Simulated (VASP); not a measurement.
## Fe: single point with LDA

Crystal: Fe.

```
Fe
1.0
     0.00000    2.43898    2.43898
     2.43898    0.00000    2.43898
     2.43898    2.43898    0.00000
Fe
2
Direct
  0.12500 0.12500 0.12500
  0.87500 0.87500 0.87500
```

This isn't the form of Fe at room conditions, which is bcc.

```
Program                : VASP 6.6.1
Task                   : single point
Functional             : LDA
Potentials or basis    : VASP PAW LDA potentials, release 64 (Fe)
Cutoff                 : 520 eV
k mesh                 : 13 × 13 × 13
Occupations            : fermi-dirac, width 0.05 eV
Spin                   : collinear spin, antiferromagnetic start
Starting moments       : [2.5, -2.5] μB
Dipole correction      : no
Further INCAR settings : ALGO = Normal; EDIFF = 1e-06; NBANDS = 19
```

```
Pressure                                              : -13.7 GPa
Band gap on the k mesh                                : zero (filled and empty bands overlap)
Net moment                                            : 0.00 μB per cell
Valence electrons inside the program's atomic spheres : Fe 7.48
```

Levels at points of the mesh, in eV from the Fermi level:
Spin up:
```
           k point  band 5  band 6  band 7  band 8  band 9  band 10  band 11  band 12
(0.00, 0.00, 0.00)   -2.42   -2.42   -0.40   -0.40   -0.40     1.24     1.24    14.29
```
Spin down:
| k point | band 5 | band 6 | band 7 | band 8 | band 9 | band 10 | band 11 | band 12 |
| --- | --- | --- | --- | --- | --- | --- | --- | --- |
| (0.00, 0.00, 0.00) | -2.42 | -2.42 | -0.40 | -0.40 | -0.40 | 1.24 | 1.24 | 14.29 |

It took 43 s on 1 thread of Intel(R) Xeon(R) 6975P-C (Granite Rapids), with other jobs on the host, peak memory 0.19 GiB.

Caveat: the cell stands under tension.
